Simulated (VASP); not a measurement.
The system is RuAu.

```
CELL_PARAMETERS angstrom
3.16481 0.00000 0.00000
0.00000 3.16481 0.00000
0.00000 0.00000 3.16481
ATOMIC_POSITIONS crystal
Ru 0.00000 0.00000 0.00000
Au 0.50000 0.50000 0.50000
```

Base run:

- Program: VASP 6.6.1
- Functional: PBEsol
- Potentials or basis: VASP PAW PBE potentials, release 64 (Ru_pv, Au)
- Cutoff: 520 eV
- k mesh: 8 × 8 × 8
- Occupations: fermi-dirac, width 0.05 eV
- Spin: no spin polarisation

Its results: pressure -9.1 GPa.

The run is repeated on the same cell with these changes: cutoff from 520 eV to 500 eV; k mesh from 8 × 8 × 8 to 5 × 5 × 5. What comes out?

Pressure -10.1 GPa.

Caveats: some runs use coarse meshes; the PAW data sets were made with another functional, which shifts forces and pressure a little.
